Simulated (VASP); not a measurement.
# Ge (Cmmm) in VASP: single point with PBE

Aim: the single point of Ge with PBE.

Everything below comes from runs of VASP 6.6.1. Logs are shortened: lines on timing, memory, paths and dates and some standing lists are left out, and cuts for length are marked.

**1. The cell of the first run**

The typed cell holds 1 atom: a = 2.880 Å, b = 2.880 Å, c = 2.696 Å, α = 90.00°, β = 90.00°, γ = 120.02°.

This isn't the form of Ge at room conditions, which is diamond.

**2. Single point, PBE**

Contents of INCAR:

```
SYSTEM = Ge
  PREC = Accurate
  ENCUT = 500
  EDIFF = 1E-6
  ISMEAR = 0
  SIGMA = 0.15
  LREAL = .FALSE.
  LASPH = .TRUE.
  NELM = 120
  ALGO = Normal
  ISIF = 2
  LWAVE = .FALSE.
  LCHARG = .TRUE.
  GGA = PE
  LELF = .TRUE.
  LVHAR = .TRUE.
  NBANDS = 13
  GGA_COMPAT = .FALSE.
```

Contents of KPOINTS:

```
Automatic mesh
0
G
  18 18 16
  0 0 0
```

Contents of POSCAR:

```
Ge
1.0
    1.4393089917     -2.4941860036      0.0000000000
    1.4393089917      2.4941860036      0.0000000000
    0.0000000000      0.0000000000      2.6961460722
Ge
1
Direct
    0.5000000000      0.5000000000      0.0000000000
```

Potentials or basis: VASP PAW PBE potentials, release 64 (Ge_d).

Run with:

```
$ cat potpaw_PBE.64/Ge_d/POTCAR > POTCAR
$ mpirun -np 1 vasp_std > vasp.out
```

OUTCAR:

```text
SYSTEM = Ge
   PREC = Accurate
   ENCUT = 500
   EDIFF = 1E-6
   ISMEAR = 0
   LREAL = .FALSE.
   LASPH = .TRUE.
   NELM = 120
   ISIF = 2
   GGA = PE

 ion  position               nearest neighbor table
   1  0.500  0.500  0.000-

  LATTYP: Found a base centered orthorhombic cell.
 ALAT       =     2.8786179834
 B/A-ratio  =     1.7329051774
 C/A-ratio  =     0.9366112794

  Lattice vectors:

 A1 = (   1.4393089917,  -2.4941860036,   0.0000000000)
 A2 = (   1.4393089917,   2.4941860036,   0.0000000000)
 A3 = (   0.0000000000,   0.0000000000,   2.6961460722)

Analysis of symmetry for initial positions (statically):
=====================================================================
 Subroutine PRICEL returns:
 Original cell was already a primitive cell.

 Routine SETGRP: Setting up the symmetry group for a
 base centered orthorhombic supercell.

 Subroutine GETGRP returns: Found  8 space group operations
 (whereof  8 operations were pure point group operations)
 out of a pool of  8 trial point group operations.

The static configuration has the point symmetry D_2h.

Analysis of symmetry for dynamics (positions and initial velocities):
=====================================================================
 Subroutine PRICEL returns:
 Original cell was already a primitive cell.

 Routine SETGRP: Setting up the symmetry group for a
 base centered orthorhombic supercell.

 Subroutine GETGRP returns: Found  8 space group operations
 (whereof  8 operations were pure point group operations)
 out of a pool of  8 trial point group operations.

The dynamic configuration has the point symmetry D_2h.

 Subroutine INISYM returns: Found  8 space group operations
 (whereof  8 operations are pure point group operations),
 and found     1 'primitive' translations

----------------------------------------------------------------------------------------

                                     Primitive cell

  volume of cell :      19.3578

  direct lattice vectors                    reciprocal lattice vectors
     1.439308992 -2.494186004  0.000000000     0.347388923 -0.200466204  0.000000000
     1.439308992  2.494186004  0.000000000     0.347388923  0.200466204  0.000000000
     0.000000000  0.000000000  2.696146072     0.000000000  0.000000000  0.370899786

  length of vectors
     2.879683002  2.879683002  2.696146072     0.401080743  0.401080743  0.370899786

  position of ions in fractional coordinates (direct lattice)
     0.500000000  0.500000000  0.000000000

  ion indices of the primitive-cell ions
   primitive index   ion index
                 1           1

----------------------------------------------------------------------------------------

 KPOINTS: Automatic mesh

Automatic generation of k-mesh.
 Grid dimensions read from file:
 generate k-points for:   18   18   16

 Generating k-lattice:

  Cartesian coordinates                     Fractional coordinates (reciprocal lattice)
     0.019299385 -0.011137011  0.000000000     0.055555556  0.000000000  0.000000000
     0.019299385  0.011137011  0.000000000     0.000000000  0.055555556  0.000000000
     0.000000000  0.000000000  0.023181237     0.000000000  0.000000000  0.062500000

  Length of vectors
     0.022282264  0.022282264  0.023181237

  Shift w.r.t. Gamma in fractional coordinates (k-lattice)
     0.000000000  0.000000000  0.000000000

 Subroutine IBZKPT returns following result:
 ===========================================

 Found    819 irreducible k-points:

 Following reciprocal coordinates:
            Coordinates               Weight
  0.000000  0.000000  0.000000      1.000000
  0.055556 -0.000000  0.000000      4.000000
  0.111111 -0.000000  0.000000      4.000000
  0.166667  0.000000  0.000000      4.000000
  0.222222 -0.000000  0.000000      4.000000
  0.277778 -0.000000  0.000000      4.000000
[... 16 lines left out ...]
 -0.277778  0.055556  0.000000      4.000000
 -0.222222  0.055556  0.000000      4.000000
 [... further k-points ...]
   k-points           NKPTS =    819   k-points in BZ     NKDIM =    819   number of bands    NBANDS=     13
   number of dos      NEDOS =    301   number of ions     NIONS =      1
   total plane-waves  NPLWV =  11520
   dimension x,y,z NGX =    24 NGY =   24 NGZ =   20
   dimension x,y,z NGXF=    48 NGYF=   48 NGZF=   40
   ions per type =               1
   NGX,Y,Z   is equivalent  to a cutoff of  13.86, 13.86, 12.33 a.u.
   NGXF,Y,Z  is equivalent  to a cutoff of  27.71, 27.71, 24.66 a.u.
 SYSTEM =  Ge
   PREC   = accura    normal or accurate (medium, high low for compatibility)
   ISTART =      0    job   : 0-new  1-cont  2-samecut
   ICHARG =      2    charge: 1-file 2-atom 10-const
   ISPIN  =      1    spin polarized calculation?
   LNONCOLLINEAR =      F non collinear calculations
   LSORBIT =      F    spin-orbit coupling
   LASPH  =      T    aspherical Exc in radial PAW
   ENCUT  =  500.0 eV  36.75 Ry    6.06 a.u.   5.25  5.25  4.92*2*pi/ulx,y,z
   NELM   =    120;   NELMIN=  2; NELMDL= -5     # of ELM steps
   EDIFF  = 0.1E-05   stopping-criterion for ELM
   LREAL  =      F    real-space projection
[... 7 lines left out ...]
   TEBEG  =    0.0;   TEEND  =   0.0 temperature during run
   PSTRESS=    0.0 pullay stress
   NELECT =      14.0000    total number of electrons
   NUPDOWN=      -1.0000    fix difference up-down
   EMIN   =  10.00;   EMAX   =-10.00  energy-range for DOS
   EFERMI =   0.00;   METHOD = LEGACY
   ISMEAR =     0;   SIGMA  =   0.15  broadening in eV -4-tet -1-fermi 0-gaus
   EFERMI_NEDOS =   21; number of points for ismear=-14 and -15
   IALGO  =     38    algorithm
   IMIX   =      4    mixing-type and parameters
     AMIX     =   0.40;   BMIX     =  1.00
     AMIX_MAG =   1.60;   BMIX_MAG =  1.00
  volume/ion in A,a.u.               =      19.36       130.63
  Fermi-wavevector in a.u.,A,eV,Ry     =   1.469486  2.776926 29.380267  2.159389
  Thomas-Fermi vector in A             =   2.584857
   LORBIT       =      0    0 simple, 1 ext, 2 COOP (PROOUT), +10 PAW based schemes
   GGA     = PE    functional components
   LHFCALC =     F    Hartree Fock is set to
   AEXX    =    0.0000 exact exchange contribution
   IVDW    =     0    specifies the selected vdW correction
   LEPSILON=     F    determine dielectric tensor
   LRPA    =     F    only Hartree local field effects (RPA)
 non-spin polarized calculation
 Gauss-broadening in eV      SIGMA  =   0.15
  energy-cutoff  :      500.00
  volume of cell :       19.36
 maximum number of plane-waves:       504
 NGX is ok and might be reduce to    24
   NGX = 11   NGY = 11   NGZ =  9

 number of electron      13.9999999 magnetization

 Free energy of the ion-electron system (eV)
  ---------------------------------------------------
  ext. energy  EPLUGINS =         0.00000000
  ---------------------------------------------------
  free energy    TOTEN  =        -4.27586567 eV

  energy without entropy =       -4.27069296  energy(sigma->0) =       -4.27327931

 E-fermi :   6.3743     XC(G=0): -11.1048

 val. band max:        6.3641757549   @ k =  -0.3333   0.1111   0.0625
 cond. band min:       6.4133315445   @ k =   0.5000   0.2222   0.1875
 fundamental gap:      0.0491557896
 Fermi energy:         6.3743350532

 k-point     1 :       0.0000    0.0000    0.0000
  band No.  band energies     occupation
      1     -18.3982      2.00000
      2     -18.3121      2.00000
      3     -18.3117      2.00000
      4     -18.1734      2.00000
      5     -18.1732      2.00000
      6      -6.6075      2.00000
      7      12.9590      0.00000
      8      14.4781      0.00000
      9      14.4869      0.00000
     10      16.5047      0.00000
     11      20.3954      0.00000
     12      20.4098      0.00000
     13      20.9309      0.00000

 k-point     2 :       0.0556   -0.0000    0.0000
  band No.  band energies     occupation
      1     -18.3964      2.00000
      2     -18.3125      2.00000
      3     -18.3084      2.00000
      4     -18.1749      2.00000
      5     -18.1738      2.00000
      6      -6.5345      2.00000
      7      13.0299      0.00000
      8      13.6543      0.00000
      9      14.2316      0.00000
     10      16.7427      0.00000
     11      19.3925      0.00000
     12      20.7871      0.00000
     13      21.4058      0.00000

 k-point     3 :       0.1111   -0.0000    0.0000
  band No.  band energies     occupation
      1     -18.3911      2.00000
      2     -18.3142      2.00000
      3     -18.2980      2.00000
      4     -18.1793      2.00000
      5     -18.1749      2.00000
      6      -6.3156      2.00000
      7      11.9634      0.00000
      8      13.2411      0.00000
      9      13.6336      0.00000
     10      16.9678      0.00000
     11      18.3758      0.00000
     12      21.8034      0.00000
     13      22.5490      0.00000
[... 305 lines left out ...]
 k-point    23 :      -0.2778    0.0556    0.0000
  band No.  band energies     occupation
      1     -18.3744      2.00000
      2     -18.3149      2.00000
      3     -18.2508      2.00000
      4     -18.1987      2.00000
      5     -18.1800      2.00000
      6      -5.0816      2.00000
      7       7.1650      0.00000
      8      11.1889      0.00000
      9      14.3839      0.00000
     10      16.5641      0.00000
     11      18.7325      0.00000
     12      24.3587      0.00000
     13      27.5593      0.00000

 k-point    24 :      -0.2222    0.0556    0.0000
  band No.  band energies     occupation
      1     -18.3794      2.00000
      2     -18.3168      2.00000
      3     -18.2705      2.00000
      4     -18.1904      2.00000
      5     -18.1778      2.00000
      6      -5.6606      2.00000
      7       9.0394      0.00000
      8      11.9163      0.00000
      9      13.8586      0.00000
     10      17.0686      0.00000
     11      18.3072      0.00000
     12      22.7568      0.00000
     13      26.0861      0.00000

 [... further k-points ...]
[... 5 lines left out ...]
  --------------------------------------------------------------------------------------
  -------------------------------------------------------------------------------------
  Total       -0.0268195     -0.0274476     -0.0281416      0.0000000      0.0000000      0.0000000
  in kB       -2.2197577     -2.2717435     -2.3291837      0.0000000      0.0000000      0.0000000
  external PRESSURE =      -2.2735616 kB  Pullay stress =       0.0000000 kB

 VOLUME and BASIS-vectors are now :
 -----------------------------------------------------------------------------
  energy-cutoff  :      500.00
  volume of cell :       19.36
      direct lattice vectors                 reciprocal lattice vectors
     1.439308992 -2.494186004  0.000000000     0.347388923 -0.200466204  0.000000000
     1.439308992  2.494186004  0.000000000     0.347388923  0.200466204  0.000000000
     0.000000000  0.000000000  2.696146072     0.000000000  0.000000000  0.370899786

 POSITION                                       TOTAL-FORCE (eV/Angst)
 -----------------------------------------------------------------------------------
      1.43931      0.00000      0.00000        -0.000000      0.000000      0.000000
 -----------------------------------------------------------------------------------
    total drift:                               -0.000000     -0.000000     -0.000000

  FREE ENERGIE OF THE ION-ELECTRON SYSTEM (eV)
  ---------------------------------------------------
  free  energy   TOTEN  =        -4.2758656664 eV

  energy  without entropy=       -4.2706929630  energy(sigma->0) =       -4.27327931
```

It took 2.8 min on 1 thread of Oxide Virtual Turin-like, shared host; peak memory 0.25 GiB.

Results:

```
Free energy            : -4.2759 eV
Pressure               : -0.2 GPa
Band gap on the k mesh : zero (bands 7 and 8 overlap by 10.01 eV)
```

The gap in the log of VASP goes by the Fermi energy; the results here count the filled bands.